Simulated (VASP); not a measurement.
Wanted: the native input for a VASP 6.6.1 run.

| Quantity | Value |
| --- | --- |
| Task | electric field gradients |
| Functional | PBE |
| Potentials or basis | VASP PAW PBE potentials, release 64 (Mg) |
| Cutoff | 520 eV |
| k mesh | 19 × 19 × 19 |
| Occupations | fermi-dirac, width 0.03 eV |
| Spin | no spin polarisation |
| Dipole correction | no |
| Further INCAR settings | ALGO = Normal; EDIFF = 1e-08; NBANDS = 7 |

The structure of Mg lies in POSCAR:

```
Mg
1.0
   -1.4862784307      1.4862784307      1.4862784307
    1.4862784307     -1.4862784307      1.4862784307
    1.4862784307      1.4862784307     -1.4862784307
Mg
1
Direct
    0.0000000000      0.0000000000      0.0000000000
```

This isn't the form of Mg at room conditions, which is hcp.

The input as run:

INCAR

```
  ALGO = Normal
  EDIFF = 1E-8
  ENCUT = 520
  GGA = PE
  ISIF = 2
  ISMEAR = -1
  LASPH = T
  LCHARG = F
  LEFG = T
  LREAL = F
  LWAVE = F
  NBANDS = 7
  NELM = 80
  PREC = Accurate
  SIGMA = 0.03
```

KPOINTS

```
k-points
0
Gamma
  19 19 19
```

Potentials or basis: VASP PAW PBE potentials, release 64 (Mg).

Command:

```console
$ cat potpaw_PBE.64/Mg/POTCAR > POTCAR
$ mpirun -np 1 vasp_std > vasp.out
```

It gave:

```
Pressure                                : 59.0 GPa
Band gap on the k mesh                  : zero (bands 1 and 2 overlap by 4.20 eV)
Largest electric field gradient by atom : zero within the noise of the run
```

Caveat: the cell stands under pressure.

Run time: 32 s on 1 thread of Intel Xeon 8259CL (shared host), peak memory 0.14 GiB.
